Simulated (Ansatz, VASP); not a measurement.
## One calculation of Si2B, two programs

```
Si B
1.0
     3.17027    0.00000    0.00000
    -1.58513    2.74553    0.00000
     0.00000    0.00000   37.88169
Si B
4 2
Direct
  0.33333 0.66667 0.20434
  0.66667 0.33333 0.25897
  0.66667 0.33333 0.32178
  0.00000 0.00000 0.37641
  0.00000 0.00000 0.23587
  0.33333 0.66667 0.34489
```

Alike in both runs: functional PBE; dispersion D3(BJ); k mesh 15 × 15 × 1; occupations gaussian, width 0.1 eV; no spin polarisation.

Ansatz relaxed the structure, and its values are those at the end. VASP's run is a single point on that final structure, the one shown.

|  | VASP | Ansatz |
| --- | --- | --- |
| version | VASP 6.6.1 | Ansatz 0.2.0 |
| potentials or method | VASP PAW PBE potentials, release 64 (Si, B), cutoff 520 eV | scalar-relativistic, plane waves, PAW |
| valence electrons in the cell | 22 | 22 |

```csv
,VASP,Ansatz,Ansatz less VASP
gap on the k mesh at the Fermi level (eV),none,none,-
rms of the force components (eV/Å),0.009,0.001,-0.0082
```

A gap of «none» marks a metal or a gap that the smearing closes. Ansatz's warnings: relaxed geometry near dispersion switch.
